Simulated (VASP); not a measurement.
Wanted: the native input for a VASP 6.6.1 run.

```yaml
Task: single point
Functional: r2SCAN
Potentials_or_basis: VASP PAW PBE potentials, release 64 (Na_pv, H)
Cutoff: 520 eV
k_mesh: 8 × 8 × 8
Occupations: gaussian, width 0.01 eV
Spin: no spin polarisation
Dipole_correction: no
Further_INCAR_settings: ALGO = Normal; EDIFF = 1e-06; NBANDS = 11
```

Crystal: NaH.

```
Na H
1.0
     0.00000    2.41949    2.41949
     2.41949    0.00000    2.41949
     2.41949    2.41949    0.00000
Na H
1 1
Cartesian
  0.0000 0.0000 0.0000
  2.4195 2.4195 2.4195
```

The input as run:

POSCAR

```
NaH
1.0
    0.0000000000      2.4194948289      2.4194948289
    2.4194948289      0.0000000000      2.4194948289
    2.4194948289      2.4194948289      0.0000000000
Na H
1 1
Direct
    0.0000000000      0.0000000000      0.0000000000
    0.5000000000      0.5000000000      0.5000000000
```

INCAR.step1

```
SYSTEM = NaH
PREC = Accurate
ENCUT = 520
ISMEAR = 0
SIGMA = 0.01
LREAL = .FALSE.
LASPH = .TRUE.
NELM = 100
NBANDS = 11
GGA = PE
ALGO = Normal
EDIFF = 1E-4
LWAVE = .TRUE.
LCHARG = .FALSE.
```

INCAR.step2

```
SYSTEM = NaH
PREC = Accurate
ENCUT = 520
EDIFF = 1E-6
ISMEAR = 0
SIGMA = 0.01
LREAL = .FALSE.
LASPH = .TRUE.
NELM = 100
ALGO = Normal
ISIF = 2
LWAVE = .FALSE.
LCHARG = .FALSE.
METAGGA = R2SCAN
LMIXTAU = .TRUE.
NBANDS = 11
ISTART = 1
```

KPOINTS

```
Automatic mesh
0
G
  8 8 8
  0 0 0
```

Potentials or basis: VASP PAW PBE potentials, release 64 (Na_pv, H).

Command:

```bash
$ cat potpaw_PBE.64/Na_pv/POTCAR potpaw_PBE.64/H/POTCAR > POTCAR
$ cp INCAR.step1 INCAR
$ mpirun -np 1 vasp_std > vasp.out
$ cp INCAR.step2 INCAR
$ mpirun -np 1 vasp_std > vasp.out
```

Results of the run:

```json
{
  "Pressure": "-0.8 GPa",
  "Band gap on the k mesh": "4.36 eV, indirect (least direct gap 5.19 eV)"
}
```

Caveat: the PAW data sets were made with another functional, which shifts forces and pressure a little.

Run time: 22 s on 1 thread of Intel(R) Xeon(R) Platinum 8488C (Sapphire Rapids), with other jobs on the host, peak memory 0.16 GiB.
